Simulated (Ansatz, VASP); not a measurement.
# Two plane-wave programs on Hf

```xyz
1
Lattice="0.0000 2.1506 2.3656 2.1506 0.0000 2.3656 2.1506 2.1506 0.0000" Properties=species:S:1:pos:R:3 pbc="T T T"
Hf    0.0000    0.0000    0.0000
```

Alike in both runs: task single point; functional PBEsol; k mesh 20 × 20 × 20; occupations gaussian, width 0.15 eV; no spin polarisation.

|  | VASP | Ansatz |
| --- | --- | --- |
| version | VASP 6.6.1 | Ansatz 0.2.0 |
| potentials or method | VASP PAW PBE potentials, release 64 (Hf_pv), cutoff 520 eV | scalar-relativistic, plane waves, PAW |
| valence electrons in the cell | 10 | 26 |

Ansatz gave:

```
gap on the k mesh at the Fermi level (eV)                     : none
pressure (GPa)                                                : -1.6
traceless stress, the component that is largest in VASP (GPa) : -3.33
```

Problem. What did VASP give for the same quantities?

Solution. gap on the k mesh at the Fermi level (eV): none; pressure (GPa): -2.0; traceless stress, the component that is largest in VASP (GPa): -3.36.

VASP's potentials were made for PBE, not for PBEsol. A gap of «none» marks a metal or a gap that the smearing closes. VASP's potentials hold 10 valence electrons a cell and Ansatz's 26, so a difference there can come from the potentials and not from the codes.

Neither program's run includes spin-orbit coupling.
